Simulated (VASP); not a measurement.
# WC (Qusongite) (P-6m2) in VASP: a series of runs

The runs below take WC (Qusongite) through relaxation of cell and atoms, with PBEsol.

All numbers are computed with VASP 6.6.1; they aren't measurements. Logs are shortened: lines on timing, memory, paths and dates and some standing lists are left out, and cuts for length are marked.

### 1 The cell of the first run

It takes space group P-6m2 (No. 187, hexagonal). The conventional cell has a = 2.907 Å, b = 2.907 Å, c = 2.837 Å, α = 90.00°, β = 90.00°, γ = 120.00°. Within 2.9 Å of W (site symmetry -6m2) lie 6 C at 2.20 Å and 2 W at 2.84 Å. C (site symmetry -6m2) has 6 W at 2.20 Å and 2 C at 2.84 Å within 2.9 Å.

### 2 Relaxation of cell and atoms, PBEsol

INCAR reads:

```
ALGO = Normal
EDIFF = 1E-6
EDIFFG = -0.01
ENCUT = 600
GGA = PS
IBRION = 2
ISIF = 3
ISMEAR = -1
LASPH = T
LCHARG = F
LREAL = F
LWAVE = F
NELM = 60
NSW = 80
PREC = Accurate
SIGMA = 0.05
```

KPOINTS reads:

```
k-points
0
Gamma
  10 10 9
```

POSCAR reads:

```
WC
1.0
    2.9065000000      0.0000000000      0.0000000000
   -1.4532500000      2.5171028361      0.0000000000
    0.0000000000      0.0000000000      2.8366000000
W C
1 1
Direct
    0.0000000000      0.0000000000      0.0000000000
    0.6666666667      0.3333333333      0.5000000000
```

Potentials or basis: VASP PAW PBE potentials, release 64 (W_sv, C).

Command:

```sh
cat potpaw_PBE.64/W_sv/POTCAR potpaw_PBE.64/C/POTCAR > POTCAR
mpirun -np 1 vasp_std > vasp.out
```

OUTCAR:

```text
EDIFF = 1E-6
   EDIFFG = -0.01
   ENCUT = 600
   GGA = PS
   IBRION = 2
   ISIF = 3
   ISMEAR = -1
   LASPH = T
   LREAL = F
   NELM = 60
   NSW = 80
   PREC = Accurate

 ion  position               nearest neighbor table
   1  0.000  0.000  0.000-   2 2.20   2 2.20   2 2.20   2 2.20   2 2.20   2 2.20
   2  0.667  0.333  0.500-   1 2.20   1 2.20   1 2.20   1 2.20   1 2.20   1 2.20

  LATTYP: Found a hexagonal cell.
 ALAT       =     2.9065000000
 C/A-ratio  =     0.9759504559

  Lattice vectors:

 A1 = (   2.9065000000,   0.0000000000,   0.0000000000)
 A2 = (  -1.4532500000,   2.5171028361,   0.0000000000)
 A3 = (   0.0000000000,   0.0000000000,   2.8366000000)

Analysis of symmetry for initial positions (statically):
=====================================================================
 Subroutine PRICEL returns:
 Original cell was already a primitive cell.

 Routine SETGRP: Setting up the symmetry group for a
 hexagonal supercell.

 Subroutine GETGRP returns: Found 12 space group operations
 (whereof 12 operations were pure point group operations)
 out of a pool of 24 trial point group operations.

The static configuration has the point symmetry D_3h.

Analysis of symmetry for dynamics (positions and initial velocities):
=====================================================================
 Subroutine PRICEL returns:
 Original cell was already a primitive cell.

 Routine SETGRP: Setting up the symmetry group for a
 hexagonal supercell.

 Subroutine GETGRP returns: Found 12 space group operations
 (whereof 12 operations were pure point group operations)
 out of a pool of 24 trial point group operations.

The dynamic configuration has the point symmetry D_3h.

 Subroutine INISYM returns: Found 12 space group operations
 (whereof 12 operations are pure point group operations),
 and found     1 'primitive' translations

----------------------------------------------------------------------------------------

                                     Primitive cell

  volume of cell :      20.7525

  direct lattice vectors                    reciprocal lattice vectors
     2.906500000  0.000000000  0.000000000     0.344056425  0.198641070  0.000000000
    -1.453250000  2.517102836  0.000000000     0.000000000  0.397282139  0.000000000
     0.000000000  0.000000000  2.836600000     0.000000000  0.000000000  0.352534725

  length of vectors
     2.906500000  2.906500000  2.836600000     0.397282139  0.397282139  0.352534725

  position of ions in fractional coordinates (direct lattice)
     0.000000000  0.000000000  0.000000000
     0.666666667  0.333333333  0.500000000

  ion indices of the primitive-cell ions
   primitive index   ion index
                 1           1
                 2           2

----------------------------------------------------------------------------------------

 KPOINTS: k-points

Automatic generation of k-mesh.
 Grid dimensions read from file:
 generate k-points for:   10   10    9

 Generating k-lattice:

  Cartesian coordinates                     Fractional coordinates (reciprocal lattice)
     0.034405643  0.019864107  0.000000000     0.100000000  0.000000000  0.000000000
     0.000000000  0.039728214  0.000000000     0.000000000  0.100000000  0.000000000
     0.000000000  0.000000000  0.039170525     0.000000000  0.000000000  0.111111111

  Length of vectors
     0.039728214  0.039728214  0.039170525

  Shift w.r.t. Gamma in fractional coordinates (k-lattice)
     0.000000000  0.000000000  0.000000000

 Subroutine IBZKPT returns following result:
 ===========================================

 Found     70 irreducible k-points:

 Following reciprocal coordinates:
            Coordinates               Weight
  0.000000  0.000000  0.000000      1.000000
  0.100000  0.000000  0.000000      6.000000
  0.200000  0.000000  0.000000      6.000000
  0.300000  0.000000  0.000000      6.000000
  0.400000  0.000000  0.000000      6.000000
  0.500000  0.000000  0.000000      3.000000
[... 16 lines left out ...]
  0.300000  0.100000  0.111111     24.000000
  0.400000  0.100000  0.111111     24.000000
 [... further k-points ...]
   k-points           NKPTS =     70   k-points in BZ     NKDIM =     70   number of bands    NBANDS=     13
   number of dos      NEDOS =    301   number of ions     NIONS =      2
   total plane-waves  NPLWV =  13824
   dimension x,y,z NGX =    24 NGY =   24 NGZ =   24
   dimension x,y,z NGXF=    48 NGYF=   48 NGZF=   48
   ions per type =               1   1
   NGX,Y,Z   is equivalent  to a cutoff of  13.73, 13.73, 14.07 a.u.
   NGXF,Y,Z  is equivalent  to a cutoff of  27.46, 27.46, 28.13 a.u.
 SYSTEM =  unknown system
   PREC   = accura    normal or accurate (medium, high low for compatibility)
   ISTART =      0    job   : 0-new  1-cont  2-samecut
   ICHARG =      2    charge: 1-file 2-atom 10-const
   ISPIN  =      1    spin polarized calculation?
   LNONCOLLINEAR =      F non collinear calculations
   LSORBIT =      F    spin-orbit coupling
   LASPH  =      T    aspherical Exc in radial PAW
   ENCUT  =  600.0 eV  44.10 Ry    6.64 a.u.   5.81  5.81  5.67*2*pi/ulx,y,z
   NELM   =     60;   NELMIN=  2; NELMDL= -5     # of ELM steps
   EDIFF  = 0.1E-05   stopping-criterion for ELM
   LREAL  =      F    real-space projection
   EDIFFG = -.1E-01   stopping-criterion for IOM
   NSW    =     80    number of steps for IOM
   IBRION =      2    ionic relax: 0-MD 1-quasi-New 2-CG
   NFREE  =      1    steps in history (QN), initial steepest desc. (CG)
   ISIF   =      3    stress and relaxation
   ISYM   =      2    0-nonsym 1-usesym 2-fastsym
   POTIM  = 0.5000    time-step for ionic-motion
   TEBEG  =    0.0;   TEEND  =   0.0 temperature during run
   PSTRESS=    0.0 pullay stress
   NELECT =      18.0000    total number of electrons
   NUPDOWN=      -1.0000    fix difference up-down
   EMIN   =  10.00;   EMAX   =-10.00  energy-range for DOS
[... 5 lines left out ...]
     AMIX     =   0.40;   BMIX     =  1.00
     AMIX_MAG =   1.60;   BMIX_MAG =  1.00
  volume/ion in A,a.u.               =      10.38        70.02
  Fermi-wavevector in a.u.,A,eV,Ry     =   1.561262  2.950358 33.164744  2.437540
  Thomas-Fermi vector in A             =   2.664353
   LORBIT       =      0    0 simple, 1 ext, 2 COOP (PROOUT), +10 PAW based schemes
   GGA     = PS    functional components
   LHFCALC =     F    Hartree Fock is set to
   AEXX    =    0.0000 exact exchange contribution
   IVDW    =     0    specifies the selected vdW correction
   LEPSILON=     F    determine dielectric tensor
   LRPA    =     F    only Hartree local field effects (RPA)
 conjugate gradient relaxation of ions
 non-spin polarized calculation
  energy-cutoff  :      600.00
  volume of cell :       20.75
 maximum number of plane-waves:       703
 NGX is ok and might be reduce to    24
   NGX = 11   NGY = 11   NGZ = 11

--------------------------------------- Ionic step        1  -------------------------------------------

 number of electron      18.0000000 magnetization

 Free energy of the ion-electron system (eV)
  ---------------------------------------------------
  ext. energy  EPLUGINS =         0.00000000
  ---------------------------------------------------
  free energy    TOTEN  =       -23.90494398 eV

  energy without entropy =      -23.90315426  energy(sigma->0) =      -23.90404912

------------------------ aborting loop because EDIFF is reached ----------------------------------------

  FORCE on cell =-STRESS in cart. coord.  units (eV):
  Direction    XX          YY          ZZ          XY          YZ          ZX
  --------------------------------------------------------------------------------------
  -------------------------------------------------------------------------------------
  Total       -0.2534341     -0.2534341     -0.3981884     -0.0000000      0.0000000      0.0000000
  in kB      -19.5661864    -19.5661864    -30.7418342     -0.0000000      0.0000000      0.0000000
  external PRESSURE =     -23.2914023 kB  Pullay stress =       0.0000000 kB
[... 57 lines left out ...]
  energy  without entropy=      -23.8964077345  energy(sigma->0) =      -23.89732395

--------------------------------------- Ionic step        3  -------------------------------------------

 number of electron      18.0000001 magnetization

 Free energy of the ion-electron system (eV)
  ---------------------------------------------------
  ext. energy  EPLUGINS =         0.00000000
  ---------------------------------------------------
  free energy    TOTEN  =       -23.90583958 eV

  energy without entropy =      -23.90405132  energy(sigma->0) =      -23.90494545

 E-fermi :  11.0030     XC(G=0): -13.9589

 val. band max:       10.9038304916   @ k =   0.0000   0.0000   0.3333
 cond. band min:      11.0070878308   @ k =   0.1000   0.0000   0.3333
 fundamental gap:      0.1032573392
 Fermi energy:        11.0030016190

 k-point     1 :       0.0000    0.0000    0.0000
  band No.  band energies     occupation
      1     -62.9083      2.00000
      2     -26.8970      2.00000
      3     -26.7893      2.00000
      4     -26.7893      2.00000
      5      -3.4630      2.00000
      6       6.6507      2.00000
      7       7.6525      2.00000
      8       7.6525      2.00000
      9      11.1337      0.13649
     10      14.2660      0.00000
     11      14.2660      0.00000
     12      16.6988      0.00000
     13      16.6988      0.00000
[... 353 lines left out ...]
 k-point    24 :       0.4000    0.1000    0.1111
  band No.  band energies     occupation
      1     -62.8435      2.00000
      2     -27.5671      2.00000
      3     -27.0213      2.00000
      4     -26.8686      2.00000
      5       0.0253      2.00000
      6       4.0707      2.00000
      7       6.7682      2.00000
      8       8.2710      2.00000
      9       9.7300      2.00000
     10      13.6874      0.00000
     11      15.0961      0.00000
     12      16.0101      0.00000
     13      18.0881      0.00000

 [... further k-points ...]
[... 5 lines left out ...]
  --------------------------------------------------------------------------------------
  -------------------------------------------------------------------------------------
  Total        0.0020027      0.0020027     -0.0069604     -0.0000000     -0.0000000      0.0000000
  in kB        0.1554883      0.1554883     -0.5403998     -0.0000000     -0.0000000      0.0000000
  external PRESSURE =      -0.0764744 kB  Pullay stress =       0.0000000 kB
[... 17 lines left out ...]
  FREE ENERGIE OF THE ION-ELECTRON SYSTEM (eV)
  ---------------------------------------------------
  free  energy   TOTEN  =       -23.9058395777 eV

  energy  without entropy=      -23.9040513199  energy(sigma->0) =      -23.90494545

 reached required accuracy - stopping structural energy minimisation
```

Run time: 28 s. Hardware: 1 thread of Intel Xeon 6975P-C, shared host; peak memory 0.16 GiB.

What came out:

| Quantity | Value |
| --- | --- |
| Free energy | -23.9058 eV |
| Relaxed volume | 10.32 Å³/atom |
| Relaxed cell | a = 2.902 Å, b = 2.902 Å, c = 2.830 Å, α = 90.00°, β = 90.00°, γ = 120.00° |
| Space group after relaxing (to 0.05 Å) | P-6m2 (No. 187) |
| Energy gained by relaxing | 0.4 meV/atom |
| Ionic steps | 3 |
| Pressure after relaxing | 0.0 GPa |
| Band gap on the k mesh | zero (band 9 reaches 11.69 eV, above the bottom of band 10 at 10.45 eV) |

The path:
```tsv
step	energy change (eV)	largest force (eV/Å)	pressure (GPa)	volume (Å³)
1	0.0000	0.0000	-2.33	20.75
2	0.0067	0.0000	7.10	20.30
3	-0.0009	0.0000	-0.01	20.64
```

Final structure:
```
W C
1.0
     2.90194    0.00000    0.00000
    -1.45097    2.51315    0.00000
     0.00000    0.00000    2.82960
W C
1 1
Direct
  0.00000 0.00000 0.00000
  0.66667 0.33333 0.50000
```

Caveat: the PAW data sets were made with another functional, which shifts forces and pressure a little; spin-orbit coupling is left out, which moves the levels of the heavy elements.

### 3 Relaxation of cell and atoms, PBEsol, target pressure 5 GPa, at which the enthalpy is minimised

INCAR reads:

```
SYSTEM = WC
PREC = Accurate ; ENCUT = 600
EDIFF = 1E-6 ; ISMEAR = -1
SIGMA = 0.05 ; LREAL = .FALSE.
LASPH = .TRUE. ; NELM = 60
ALGO = Normal ; ISIF = 3
LWAVE = .FALSE. ; LCHARG = .FALSE.
GGA = PS ; IBRION = 2
NSW = 80 ; EDIFFG = -0.01
PSTRESS = 50.0
```

KPOINTS reads:

```
Automatic mesh
0
G
  10 10 9
  0 0 0
```

POSCAR is that of step 2.

Potentials or basis: VASP PAW PBE potentials, release 64 (W_sv, C).

Command:

```sh
cat potpaw_PBE.64/W_sv/POTCAR potpaw_PBE.64/C/POTCAR > POTCAR
mpirun -np 1 vasp_std > vasp.out
```

Run time: 46 s. Hardware: 1 thread of Intel Xeon 6975P-C, shared host; peak memory 0.16 GiB.

It converged, with:

```
Free energy                                            : -23.9019 eV
Relaxed volume                                         : 10.19 Å³/atom
Relaxed cell                                           : a = 2.889 Å, b = 2.889 Å, c = 2.820 Å, α = 90.00°, β = 90.00°, γ = 120.00°
Space group after relaxing (to 0.05 Å)                 : P-6m2 (No. 187)
Energy change on relaxing (the enthalpy is what falls) : +1.5 meV/atom
Ionic steps                                            : 7
Pressure after relaxing                                : 5.1 GPa
Band gap on the k mesh                                 : zero (band 9 reaches 11.86 eV, above the bottom of band 10 at 10.62 eV)
```

Step by step:
```tsv
step	energy change (eV)	largest force (eV/Å)	pressure (GPa)	volume (Å³)
1	0.0000	0.0000	-2.33	20.75
2	0.1140	0.0000	30.27	19.36
3	0.0026	0.0000	4.82	20.40
4	0.0028	0.0000	4.93	20.40
5	0.0030	0.0000	5.08	20.39
6	0.0032	0.0000	5.18	20.38
7	0.0031	0.0000	5.13	20.39
```

Final structure:
```yaml
crystal:
  lattice:
    - [2.88921, 0.00000, 0.00000]
    - [-1.44461, 2.50213, 0.00000]
    - [0.00000, 0.00000, 2.81988]
  atoms:
    - { symbol: W, position: [0.00000, 0.00000, 0.00000] }
    - { symbol: C, position: [0.66667, 0.33333, 0.50000] }
```

Levels at points of the mesh, in eV from the Fermi level:
| k point | band 7 | band 8 | band 9 | band 10 | band 11 | band 12 |
| --- | --- | --- | --- | --- | --- | --- |
| (0.00, 0.00, 0.00) | -3.39 | -3.39 | 0.13 | 3.32 | 3.32 | 5.76 |
| (0.50, 0.00, 0.00) | -3.69 | -3.66 | -0.44 | 2.40 | 4.66 | 5.04 |

Caveat: the cell is relaxed towards a set pressure, so the enthalpy falls and the energy may rise; the PAW data sets were made with another functional, which shifts forces and pressure a little; spin-orbit coupling is left out, which moves the levels of the heavy elements.

### 4 Relaxation of cell and atoms, PBEsol, target pressure 10 GPa, at which the enthalpy is minimised

INCAR reads:

```
ALGO = Normal
EDIFF = 1E-6
EDIFFG = -0.01
ENCUT = 600
GGA = PS
IBRION = 2
ISIF = 3
ISMEAR = -1
LASPH = True
LCHARG = False
LREAL = False
LWAVE = False
NELM = 100
NSW = 80
PREC = Accurate
PSTRESS = 100.0
SIGMA = 0.05
```

KPOINTS reads:

```
k-points
0
Gamma
  10 10 9
```

POSCAR is that of step 3.

Command:

```sh
cat potpaw_PBE.64/W_sv/POTCAR potpaw_PBE.64/C/POTCAR > POTCAR
mpirun -np 1 vasp_std > vasp.out
```

It took 60 s on 1 thread of Intel Xeon 6975P-C, shared host; peak memory 0.17 GiB.

The run converged. Its results:

* Free energy: -23.8913 eV
* Relaxed volume: 10.08 Å³/atom
* Relaxed cell: a = 2.878 Å, b = 2.878 Å, c = 2.811 Å, α = 90.00°, β = 90.00°, γ = 120.00°
* Space group after relaxing (to 0.05 Å): P-6m2 (No. 187)
* Energy change on relaxing (the enthalpy is what falls): +6.8 meV/atom
* Ionic steps: 10
* Pressure after relaxing: 10.0 GPa
* Band gap on the k mesh: zero (band 9 reaches 12.02 eV, above the bottom of band 10 at 10.76 eV)

Step by step:
```
step  energy change (eV)  largest force (eV/Å)  pressure (GPa)  volume (Å³)
   1              0.0000                0.0000           -2.33        20.75
   2              0.3648                0.0000           58.70        18.45
   3              0.0120                0.0000            9.49        20.19
   4              0.0132                0.0000            9.88        20.17
   5              0.0139                0.0000           10.11        20.16
   6              0.0147                0.0000           10.21        20.15
   7              0.0141                0.0000           10.16        20.15
   8              0.0141                0.0000           10.19        20.15
   9              0.0125                0.0000            9.61        20.18
  10              0.0136                0.0000            9.99        20.16
```

Final structure:
```
W C
1.0
     2.87760    0.00000    0.00000
    -1.43880    2.49208    0.00000
     0.00000    0.00000    2.81143
W C
1 1
Direct
  0.00000 0.00000 0.00000
  0.66667 0.33333 0.50000
```

Levels at points of the mesh, in eV from the Fermi level:
```csv
k point,band 5,band 6,band 7,band 8,band 9,band 10,band 11,band 12,band 13
"(0.00, 0.00, 0.00)",-14.64,-4.49,-3.43,-3.43,0.12,3.37,3.37,5.82,5.82
"(0.50, 0.00, 0.00)",-11.17,-7.16,-3.74,-3.71,-0.43,2.43,4.74,5.13,7.05
```

Caveat: the cell is relaxed towards a set pressure, so the enthalpy falls and the energy may rise; the PAW data sets were made with another functional, which shifts forces and pressure a little; spin-orbit coupling is left out, which moves the levels of the heavy elements.

### 5 The runs side by side

```csv
cell,gap on the mesh (eV),pressure (GPa)
relaxed,none,0.0
relaxed to 5 GPa,none,5.1
relaxed to 10 GPa,none,10.0
```

Alike in all rows: task relaxation of cell and atoms; level PBEsol; potentials or basis VASP PAW PBE potentials, release 64 (W_sv, C); no spin polarisation; k mesh 10 × 10 × 9; cutoff (eV) 600; smearing fermi-dirac 0.05 eV.

Caveats: the PAW data sets were made with another functional, which shifts forces and pressure a little; spin-orbit coupling is left out, which moves the levels of the heavy elements; the cell is relaxed towards a set pressure, so the enthalpy falls and the energy may rise (some runs).

Absolute energies hang on the potentials; compare differences alone.
